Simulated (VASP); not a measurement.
## BaZrO3: relaxation of cell and atoms with PBEsol

The system is BaZrO3.

```
Ba Zr O
1.0
     4.19134    0.00000    0.00000
     0.00000    4.19134    0.00000
     0.00000    0.00000    4.19134
Ba Zr O
1 1 3
Direct
  0.00000 0.00000 0.00000
  0.50000 0.50000 0.50000
  0.50000 0.50000 0.00000
  0.50000 0.00000 0.50000
  0.00000 0.50000 0.50000
```

```yaml
Program: VASP 6.6.1
Task: relaxation of cell and atoms
Functional: PBEsol
Potentials_or_basis: VASP PAW PBE potentials, release 64 (Ba_sv, Zr_sv, O)
Cutoff: 600 eV
k_mesh: 6 × 6 × 6
Occupations: fermi-dirac, width 0.05 eV
Spin: no spin polarisation
Target_pressure: 20 GPa
Dipole_correction: no
Further_INCAR_settings: ALGO = Normal; EDIFF = 1e-06; IBRION = 2; EDIFFG = -0.01; NSW = 60; ISIF = 3
```

* Relaxed volume: 13.32 Å³/atom
* Relaxed cell: a = 4.054 Å, b = 4.054 Å, c = 4.054 Å, α = 90.00°, β = 90.00°, γ = 90.00°
* Space group after relaxing (to 0.1 Å): Pm-3m (No. 221)
* Energy change on relaxing (the run minimises the enthalpy): +78.9 meV/atom
* Ionic steps: 7
* Pressure after relaxing: 20.0 GPa
* Band gap on the k mesh: 3.30 eV (least direct gap 3.36 eV)

The path:
| step | energy change (eV) | largest force (eV/Å) | pressure (GPa) | volume (Å³) |
| --- | --- | --- | --- | --- |
| 1 | 0.0000 | 0.0000 | -0.23 | 73.63 |
| 2 | 3.6999 | 0.0000 | 84.88 | 55.54 |
| 3 | 0.3482 | 0.0000 | 18.60 | 67.00 |
| 4 | 0.3851 | 0.0000 | 19.72 | 66.69 |
| 5 | 0.4018 | 0.0000 | 20.22 | 66.55 |
| 6 | 0.3829 | 0.0000 | 19.66 | 66.71 |
| 7 | 0.3944 | 0.0000 | 20.00 | 66.61 |

Final structure:
```cif
data_structure
_symmetry_space_group_name_H-M 'P 1'
_symmetry_Int_Tables_number 1
_cell_length_a 4.0537
_cell_length_b 4.0537
_cell_length_c 4.0537
_cell_angle_alpha 90.000
_cell_angle_beta 90.000
_cell_angle_gamma 90.000
_cell_volume 66.61
loop_
_atom_site_label
_atom_site_type_symbol
_atom_site_fract_x
_atom_site_fract_y
_atom_site_fract_z
_atom_site_occupancy
Ba1 Ba 0.00000 0.00000 0.00000 1
Zr1 Zr 0.50000 0.50000 0.50000 1
O1 O 0.50000 0.50000 0.00000 1
O2 O 0.50000 0.00000 0.50000 1
O3 O 0.00000 0.50000 0.50000 1
```

Levels at points of the mesh, in eV from the valence-band top:
| k point | band 18 | band 19 | band 20 | band 21 | band 22 | band 23 |
| --- | --- | --- | --- | --- | --- | --- |
| (0.00, 0.00, 0.00) | -0.07 | -0.07 | -0.07 | 3.30 | 3.30 | 3.30 |
| (0.50, 0.00, 0.00) | -1.90 | -0.25 | -0.25 | 3.86 | 6.36 | 6.36 |
| (0.50, 0.50, 0.00) | -0.91 | -0.49 | -0.09 | 6.31 | 6.31 | 6.96 |
| (0.50, 0.50, 0.50) | 0.00 | 0.00 | 0.00 | 6.30 | 6.30 | 6.30 |

Run time: 5.3 min on 1 thread of Intel Xeon 8259CL, on a shared host, peak memory 0.25 GiB.

Caveat: the cell is relaxed towards a set pressure, so the run minimises the enthalpy, not the energy; the PAW data sets were made with another functional, which shifts forces and pressure a little; spin-orbit coupling is left out, which moves the levels of the heavy elements. A k mesh can miss the band edges.
